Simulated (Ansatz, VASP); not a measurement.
# Two plane-wave programs on Hf3N4

INCAR

```
ALGO = Normal
EDIFF = 1E-6
ENCUT = 600
GGA = PE
GGA_COMPAT = False
ISIF = 2
ISMEAR = 0
LASPH = True
LCHARG = False
LREAL = False
LWAVE = False
NBANDS = 63
NELM = 120
PREC = Accurate
SIGMA = 0.1
```

Contents of KPOINTS:

```
k-points
0
Gamma
  4 4 4
```

The input POSCAR:

```
Hf3N4
1.0
   -3.3505000000      3.3505000000      3.3505000000
    3.3505000000     -3.3505000000      3.3505000000
    3.3505000000      3.3505000000     -3.3505000000
Hf N
6 8
Direct
    0.2500000000      0.6250000000      0.3750000000
    0.3750000000      0.2500000000      0.6250000000
    0.7500000000      0.8750000000      0.1250000000
    0.1250000000      0.7500000000      0.8750000000
    0.6250000000      0.3750000000      0.2500000000
    0.8750000000      0.1250000000      0.7500000000
    0.1260000000      0.1260000000      0.1260000000
    0.8740000000      0.5000000000      0.0000000000
    0.5000000000      0.0000000000      0.3740000000
    0.0000000000      0.8740000000      0.5000000000
    0.3740000000      0.5000000000      0.0000000000
    0.6260000000      0.6260000000      0.6260000000
    0.0000000000      0.3740000000      0.5000000000
    0.5000000000      0.0000000000      0.8740000000
```

Input for Ansatz:

```yaml
crystal:
  lattice:
    - [-3.3505, 3.3505, 3.3505]
    - [3.3505, -3.3505, 3.3505]
    - [3.3505, 3.3505, -3.3505]
  atoms:
    - { symbol: Hf, position: [0.25, 0.625, 0.375] }
    - { symbol: Hf, position: [0.375, 0.25, 0.625] }
    - { symbol: Hf, position: [0.75, 0.875, 0.125] }
    - { symbol: Hf, position: [0.125, 0.75, 0.875] }
    - { symbol: Hf, position: [0.625, 0.375, 0.25] }
    - { symbol: Hf, position: [0.875, 0.125, 0.75] }
    - { symbol: "N", position: [0.126, 0.126, 0.126] }
    - { symbol: "N", position: [0.874, 0.5, 0.0] }
    - { symbol: "N", position: [0.5, 0.0, 0.374] }
    - { symbol: "N", position: [0.0, 0.874, 0.5] }
    - { symbol: "N", position: [0.374, 0.5, 0.0] }
    - { symbol: "N", position: [0.626, 0.626, 0.626] }
    - { symbol: "N", position: [0.0, 0.374, 0.5] }
    - { symbol: "N", position: [0.5, 0.0, 0.874] }
basis:
  ecutwfc: 420
kpoints:
  mp_grid: { grid: [4, 4, 4] }
hamiltonian:
  xc: pbe
scf:
  occupations: { method: gaussian, width: 0.1 }
output:
  forces: true
  stress: true
  eigenvalues: true
```

Alike in both runs: task single point; functional PBE; k mesh 4 × 4 × 4; occupations gaussian, width 0.1 eV; no spin polarisation.

|  | VASP | Ansatz |
| --- | --- | --- |
| version | VASP 6.6.1 | Ansatz 0.2.0 |
| potentials or method | VASP PAW PBE potentials, release 64 (Hf_pv, N), cutoff 600 eV | scalar-relativistic, plane waves, PAW |
| valence electrons in the cell | 100 | 196 |

|  | VASP | Ansatz | Ansatz less VASP |
| --- | --- | --- | --- |
| gap on the k mesh at the Fermi level (eV) | 1.01 | 1.00 | -0.006 |
| least direct gap on the mesh (eV) | 1.01 | 1.00 | -0.006 |
| pressure (GPa) | 3.7 | 6.5 | +2.87 |
| rms of the force components (eV/Å) | 0.117 | 0.138 | +0.0213 |

Atom by atom the forces differ by 0.021 eV/Å (rms over components). VASP's potentials hold 100 valence electrons a cell and Ansatz's 196, so a difference there can come from the potentials and not from the codes.

Spin-orbit coupling is off throughout.
